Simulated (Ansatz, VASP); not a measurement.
# One calculation of Ga2O3, two programs

File INCAR:

```
  PREC = Accurate
  ENCUT = 600
  EDIFF = 1E-7
  ISMEAR = 0
  SIGMA = 0.1
  LREAL = F
  LASPH = T
  NELM = 120
  ALGO = Normal
  ISIF = 3
  LWAVE = F
  LCHARG = F
  GGA = PS
  IBRION = 2
  NSW = 100
  EDIFFG = -0.05
  GGA_COMPAT = F
  NELMIN = 4
```

The input KPOINTS:

```
regular mesh
0
Gamma
  6 6 6
```

File POSCAR:

```
Ga2O3
1.0
    2.4958571300      1.4409837900      4.4937665100
   -2.4958571300      1.4409837900      4.4937665100
    0.0000000000     -2.8819675800      4.4937665100
Ga O
4 6
Direct
    0.8498564200      0.8498564200      0.8498564200
    0.6501435800      0.6501435800      0.6501435800
    0.1501435800      0.1501435800      0.1501435800
    0.3498564200      0.3498564200      0.3498564200
    0.0516918800      0.7500000000      0.4483081200
    0.7500000000      0.4483081200      0.0516918800
    0.4483081200      0.0516918800      0.7500000000
    0.9483081200      0.2500000000      0.5516918800
    0.5516918800      0.9483081200      0.2500000000
    0.2500000000      0.5516918800      0.9483081200
```

Input for Ansatz:

```yaml
crystal:
  lattice:
    - [2.49585713, 1.44098379, 4.49376651]
    - [-2.49585713, 1.44098379, 4.49376651]
    - [0.0, -2.88196758, 4.49376651]
  atoms:
    - { symbol: Ga, position: [0.84985642, 0.84985642, 0.84985642] }
    - { symbol: Ga, position: [0.65014358, 0.65014358, 0.65014358] }
    - { symbol: Ga, position: [0.15014358, 0.15014358, 0.15014358] }
    - { symbol: Ga, position: [0.34985642, 0.34985642, 0.34985642] }
    - { symbol: O, position: [0.05169188, 0.75, 0.44830812] }
    - { symbol: O, position: [0.75, 0.44830812, 0.05169188] }
    - { symbol: O, position: [0.44830812, 0.05169188, 0.75] }
    - { symbol: O, position: [0.94830812, 0.25, 0.55169188] }
    - { symbol: O, position: [0.55169188, 0.94830812, 0.25] }
    - { symbol: O, position: [0.25, 0.55169188, 0.94830812] }
basis:
  ecutwfc: 420
kpoints:
  mp_grid: { grid: [6, 6, 6] }
hamiltonian:
  xc: pbesol
  pseudopotentials: { kind: paw }
  hubbard: { sites: [] }
scf:
  occupations: { method: gaussian, width: 0.1 }
output:
  forces: true
  stress: true
  eigenvalues: true
relax:
  adjacent_minimum: "off"
  f_tol: 0.05
  max_steps: 80
  cell: { stress_tol: 0.5 }
```

Alike in both runs: task relaxation of cell and atoms; functional PBEsol; k mesh 6 × 6 × 6; occupations gaussian, width 0.1 eV; no spin polarisation.

|  | VASP | Ansatz |
| --- | --- | --- |
| version | VASP 6.6.1 | Ansatz 0.2.0 |
| potentials or method | VASP PAW PBE potentials, release 64 (Ga_d, O), cutoff 600 eV | scalar-relativistic, plane waves, PAW |
| valence electrons in the cell | 88 | 88 |

|  | VASP | Ansatz | Ansatz less VASP |
| --- | --- | --- | --- |
| gap on the k mesh at the Fermi level, each at its own relaxed structure (eV) | 2.70 | 2.70 | -0.005 |
| relaxed volume (Å³/atom) | 9.71 | 9.71 | -0.006 |
| relaxed cell length with the largest relative difference (Å) | 5.339 | 5.331 | -0.0074 |

VASP's potentials were made for PBE, not for PBEsol.
